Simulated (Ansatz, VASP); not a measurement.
SrB in VASP and in Ansatz

```
Sr B
1.0
     0.00000    3.06035    3.06035
     3.06035    0.00000    3.06035
     3.06035    3.06035    0.00000
Sr B
1 1
Direct
  0.50000 0.50000 0.50000
  0.00000 0.00000 0.00000
```

Alike in both runs: task single point; functional r2SCAN; k mesh 10 × 10 × 10; occupations gaussian, width 0.05 eV; no spin polarisation.

|  | VASP | Ansatz |
| --- | --- | --- |
| version | VASP 6.6.1 | Ansatz 0.2.0 |
| potentials or method | VASP PAW PBE potentials, release 64 (Sr_sv, B), cutoff 520 eV | scalar-relativistic, plane waves, PAW |
| valence electrons in the cell | 13 | 13 |

```csv
,VASP,Ansatz,Ansatz less VASP
gap on the k mesh at the Fermi level (eV),none,none,-
pressure (GPa),-2.2,-2.2,-0.04
```

VASP's potentials were made for PBE, not for r2SCAN. A gap of «none» marks a metal or a gap that the smearing closes.
